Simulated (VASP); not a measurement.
Runs of VASP 6.6.1 on AlN. The structure is that of space group R-3m (No. 166), or close to it. The cells are those of the table. 

```tsv
cell	gap on the mesh (eV)	pressure (GPa)
a = 2.640 Å, angles 64.0°, 2 atoms	3.57	62.4
a = 2.880 Å, angles 65.4°, 2 atoms	1.98	-21.7
a = 2.797 Å, angles 64.0°, 2 atoms	(d)	0.5
a = 2.658 Å, angles 65.4°, 2 atoms	(b)	42.3
a = 2.721 Å, angles 64.0°, 2 atoms	(c)	(a)
a = 2.810 Å, angles 65.4°, 2 atoms	2.38	-8.2
a = 2.681 Å, angles 64.0°, 2 atoms	3.53	41.9
a = 2.931 Å, angles 56.1°, 2 atoms	3.53	11.7
```

Alike in all rows: task single point; level PBE; potentials or basis VASP PAW PBE potentials, release 64 (Al, N); no spin polarisation; k mesh 10 × 10 × 10; cutoff (eV) 520; smearing gaussian 0.05 eV.

Q: Fill in the values left out.

A: (a) 25.2; (b) 3.00; (c) 3.43; (d) 3.07.

A k mesh can miss the band edges.
